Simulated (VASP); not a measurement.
Input of a VASP 6.6.1 run:

File INCAR:

```
SYSTEM = Sb2Se3
ALGO     = Normal         ! electronic algorithm
EDIFF    = 1E-6           ! SCF threshold, eV
ENCUT    = 520            ! plane-wave cutoff, eV
GGA      = PE             ! functional
ISIF     = 2              ! what is computed and relaxed
ISMEAR   = -1             ! smearing method
LASPH    = .True.         ! aspherical terms in the spheres
LCHARG   = .False.        ! write CHGCAR
LREAL    = .False.        ! projectors in reciprocal space
LWAVE    = .False.        ! write WAVECAR
NBANDS   = 22             ! bands
NELM     = 60             ! most SCF steps
PREC     = Accurate       ! precision mode
SIGMA    = 0.02           ! smearing width, eV
```

The input KPOINTS:

```
k-points
0
Gamma
  8 8 8
  0 0 0
```

The input POSCAR:

```
Sb2Se3
1.0
    2.0131844321      1.1623125738      9.6638242303
   -2.0131844321      1.1623125738      9.6638242303
    0.0000000000     -2.3246251476      9.6638242303
Sb Se
2 3
Direct
    0.3980138049      0.3980138049      0.3980138049
    0.6019861951      0.6019861951      0.6019861951
    0.2152848338      0.2152848338      0.2152848338
    0.7847151662      0.7847151662      0.7847151662
    0.0000000000      0.0000000000      0.0000000000
```

Potentials or basis: VASP PAW PBE potentials, release 64 (Sb, Se).

Command:

```bash
$ cat potpaw_PBE.64/Sb/POTCAR potpaw_PBE.64/Se/POTCAR > POTCAR
$ mpirun -np 1 vasp_std > vasp.out
```

Problem. Estimate the band gap on the k mesh.

Solution. 0.01 eV.

Problem. Estimate the largest force.

Solution. 0.182 eV/Å.

Problem. Predict the pressure.

Solution. 2.1 GPa.

Stress tensor (GPa, compression positive):
```
2.17 0.00 0.00
0.00 2.17 0.00
0.00 0.00 2.01
```

Caveat: semilocal functionals underestimate gaps, and a narrow one can read as zero; spin-orbit coupling is left out, which moves the levels of the heavy elements. A k mesh can miss the band edges.
